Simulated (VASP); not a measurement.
Here is a VASP 6.6.1 calculation.

Contents of INCAR:

```
SYSTEM = Cu
PREC = Accurate ; ENCUT = 520
EDIFF = 1E-6 ; ISMEAR = 0
SIGMA = 0.1 ; LREAL = .False.
LASPH = .True. ; NELM = 120
ALGO = Normal ; ISIF = 2
LWAVE = .False. ; LCHARG = .False.
LDIPOL = .True. ; IDIPOL = 3
DIPOL = 0.5 0.5 0.466 ; GGA = PE
NBANDS = 78 ; GGA_COMPAT = .False.
NELMDL = -8
```

KPOINTS

```
regular mesh
0
Gamma
  5 7 1
  0 0 0
```

File POSCAR:

```
Cu
1.0
    5.1123820200      0.0000000000      0.0000000000
    0.0000000000      3.6150000000      0.0000000000
    0.0000000000      0.0000000000     28.3704773096
Cu
12
Direct
    0.2500000000      0.5000000000      0.3524790891
    0.7500000000      0.5000000000      0.3524790891
    0.0000000000      0.0000000000      0.3975292798
    0.5000000000      0.0000000000      0.3975292798
    0.2500000000      0.5000000000      0.4425794705
    0.7500000000      0.5000000000      0.4425794705
    0.0000000000      0.0000000000      0.4850023941
    0.5000000000      0.0000000000      0.4901102315
    0.2574882215      0.5000000000      0.5358460602
    0.7425117785      0.5000000000      0.5358460602
    0.0000000000      0.0000000000      0.5687845606
    0.5000000000      0.0000000000      0.5852421341
```

Potentials or basis: VASP PAW PBE potentials, release 64 (Cu).

Launch:

```bash
$ cat potpaw_PBE.64/Cu/POTCAR > POTCAR
$ mpirun -np 1 vasp_std > vasp.out
```

**Question.** Predict the largest force.

**Answer.** 0.914 eV/Å.

**Question.** Predict the band gap on the k mesh.

**Answer.** Zero (bands 66 and 67 overlap by 0.23 eV).

Forces on the atoms (eV/Å):
```
Cu   0.001  0.000  0.297
Cu  -0.001  0.000  0.297
Cu   0.000  0.000 -0.574
Cu   0.000  0.000 -0.308
Cu   0.161  0.000  0.102
Cu  -0.161  0.000  0.102
Cu   0.000  0.000  0.057
Cu   0.000  0.000 -0.050
Cu   0.030  0.000 -0.025
Cu  -0.030  0.000 -0.025
Cu   0.000  0.000  0.914
Cu   0.000  0.000 -0.788
```
